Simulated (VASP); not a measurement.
The system is HgTe.

```xyz
4
Lattice="2.9314 -3.3962 0.0000 2.9314 3.3962 0.0000 0.0000 0.0000 5.6798" Properties=species:S:1:pos:R:3 pbc="T T T"
Hg    2.9314   -1.0661    1.4199
Hg    2.9314    1.0661    4.2598
Te    2.9314    1.9345    1.4199
Te    2.9314   -1.9345    4.2598
```

Base run:

| Property | Result |
| --- | --- |
| Program | VASP 6.6.1 |
| Functional | r2SCAN |
| Potentials or basis | VASP PAW PBE potentials, release 64 (Hg, Te) |
| Cutoff | 520 eV |
| k mesh | 6 × 6 × 5 |
| Occupations | fermi-dirac, width 0.05 eV |
| Spin | no spin polarisation |

Its results: band gap on the k mesh zero (band 18 reaches 4.77 eV, above the bottom of band 19 at 2.51 eV); pressure 1.8 GPa; largest force 0.061 eV/Å.

Problem. The run is repeated on the same cell with these changes: functional from r2SCAN to PBE; further incar settings from ALGO = Normal; EDIFF = 1e-07; NBANDS = 26 to ALGO = Normal; EDIFF = 1e-06; NBANDS = 26. What comes out?

Solution. Band gap on the k mesh zero (band 18 reaches 4.95 eV, above the bottom of band 19 at 2.65 eV); pressure 2.9 GPa; largest force 0.099 eV/Å.

Caveats: spin-orbit coupling is left out, which moves the levels of the heavy elements; the PAW data sets were made with another functional, which shifts forces and pressure a little (some runs).
